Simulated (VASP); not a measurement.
Here is a VASP 6.6.1 calculation.

INCAR

```
SYSTEM = P
  PREC = Accurate
  ENCUT = 600
  EDIFF = 1E-6
  ISMEAR = -1
  SIGMA = 0.05
  LREAL = .FALSE.
  LASPH = .TRUE.
  NELM = 80
  ALGO = Normal
  ISIF = 3
  LWAVE = .FALSE.
  LCHARG = .FALSE.
  GGA = PE
  IBRION = 2
  NSW = 60
  EDIFFG = -0.005
  PSTRESS = 22.0
```

KPOINTS

```
Automatic mesh
0
G
  8 8 12
  0 0 0
```

The input POSCAR:

```
P
1.0
    4.2891410007      0.0000000000      0.0000000000
   -2.1445705003      3.7145050670      0.0000000000
    0.0000000000      0.0000000000      2.6592674204
P
3
Direct
    0.0000000000      0.0000000000      0.0000000000
    0.3333333333      0.6666666667      0.5000000000
    0.6666666667      0.3333333333      0.5000000000
```

Potentials or basis: VASP PAW PBE potentials, release 64 (P).

Launch:

```console
$ cat potpaw_PBE.64/P/POTCAR > POTCAR
$ mpirun -np 1 vasp_std > vasp.out
```

**Question.** What does it give for the relaxed cell?

**Answer.** a = 4.418 Å, b = 4.418 Å, c = 2.488 Å, α = 90.00°, β = 90.00°, γ = 120.00°.

**Question.** Predict the relaxed volume.

**Answer.** 14.02 Å³/atom.

**Question.** Estimate the band gap on the k mesh.

**Answer.** Zero (an odd number of electrons rules out a gap without spin polarisation).

**Question.** Estimate the space group after relaxing (to 0.1 Å).

**Answer.** P6/mmm (No. 191).

Final structure:
```
CELL_PARAMETERS angstrom
4.41845 0.00000 0.00000
-2.20922 3.82649 0.00000
0.00000 0.00000 2.48806
ATOMIC_POSITIONS crystal
P 0.00000 0.00000 0.00000
P 0.33333 0.66667 0.50000
P 0.66667 0.33333 0.50000
```

Caveat: the cell is relaxed towards a set pressure, so the run minimises the enthalpy, not the energy.
